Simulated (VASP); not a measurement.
Ca, 1 atom in the cell. Symmetry: I4/mmm, No. 139, tetragonal system. The conventional cell has a = 4.497 Å, b = 4.497 Å, c = 4.478 Å, α = 90.00°, β = 90.00°, γ = 90.00°. Within 5.1 Å of Ca (site symmetry 4/mmm) lie 14 Ca at 3.89 to 4.50 Å. This isn't the form of Ca at room conditions, which is fcc.

| Item | Value |
| --- | --- |
| Program | VASP 6.6.1 |
| Task | single point |
| Functional | PBE |
| Potentials or basis | VASP PAW PBE potentials, release 64 (Ca_sv) |
| Cutoff | 520 eV |
| k mesh | 12 × 12 × 12 |
| Occupations | gaussian, width 0.05 eV |
| Spin | no spin polarisation |
| Dipole correction | no |
| Further INCAR settings | ALGO = Normal; EDIFF = 1e-07; NBANDS = 11 |

Potentials or basis: VASP PAW PBE potentials, release 64 (Ca_sv).

Run with:

```console
$ cat potpaw_PBE.64/Ca_sv/POTCAR > POTCAR
$ mpirun -np 1 vasp_std > vasp.out
```

Hardware: 1 thread of Intel(R) Xeon(R) Platinum 8375C CPU @ 2.90GHz (Ice Lake), on a shared host.

Problem. How long does it take, and how much memory?

Solution. Wall time 54 s on 1 thread of Intel(R) Xeon(R) Platinum 8375C CPU @ 2.90GHz (Ice Lake) (shared host), peak memory 0.23 GiB. Counts: scf iterations 13, k points 163.
